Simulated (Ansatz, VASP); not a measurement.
# Two plane-wave programs on ZrB

```
Zr B
1.0
     0.00000    2.41539    2.23834
     2.30259    0.00000    2.23834
     2.30259    2.41539    0.00000
Zr B
1 1
Direct
  0.00000 0.00000 0.00000
  0.50000 0.50000 0.50000
```

Change from the starting cell: normal strain along x -0.0467, normal strain along z -0.0733.

Alike in both runs: task single point; functional LDA; k mesh 16 × 16 × 16; occupations gaussian, width 0.15 eV; no spin polarisation.

|  | VASP | Ansatz |
| --- | --- | --- |
| version | VASP 6.6.1 | Ansatz 0.2.0 |
| potentials or method | VASP PAW LDA potentials, release 64 (Zr_sv, B), cutoff 520 eV | scalar-relativistic, plane waves, PAW |
| valence electrons in the cell | 15 | 15 |

Ansatz gave:

| Quantity | Value |
| --- | --- |
| gap on the k mesh at the Fermi level (eV) | none |
| pressure (GPa) | 28.9 |
| traceless stress, the component that is largest in VASP (GPa) | -19.37 |

Task: Which values does VASP return?

Result: gap on the k mesh at the Fermi level (eV): none; pressure (GPa): 29.3; traceless stress, the component that is largest in VASP (GPa): -19.40.

LDA's correlation is that of Perdew and Zunger in VASP and of Perdew and Wang (1992) in Ansatz. A gap of «none» marks a metal or a gap that the smearing closes. Both programs put the cell under a high pressure, so it lies far from rest at this level.
